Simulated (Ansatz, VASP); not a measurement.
# Two plane-wave programs on Si3B

```
Si B
1.0
    -1.70451    1.70451    4.27214
     1.70451   -1.70451    4.27214
     1.70451    1.70451   -4.27214
Si B
3 1
Direct
  0.50000 0.50000 0.00000
  0.25000 0.75000 0.50000
  0.75000 0.25000 0.50000
  0.00000 0.00000 0.00000
```

Alike in both runs: functional PBE; k mesh 6 × 6 × 6; occupations gaussian, width 0.1 eV; no spin polarisation.

Ansatz relaxed the structure, and its values are those at the end. VASP's run is a single point on that final structure, the one shown.

|  | VASP | Ansatz |
| --- | --- | --- |
| version | VASP 6.6.1 | Ansatz 0.2.0 |
| potentials or method | VASP PAW PBE potentials, release 64 (Si, B), cutoff 520 eV | scalar-relativistic, plane waves, PAW |
| valence electrons in the cell | 15 | 15 |

```csv
,VASP,Ansatz,Ansatz less VASP
gap on the k mesh at the Fermi level (eV),none,none,-
pressure (GPa),-0.1,0.0,+0.07
```

A gap of «none» marks a metal or a gap that the smearing closes.

The k mesh is coarse, so the values compare programs but aren't converged.
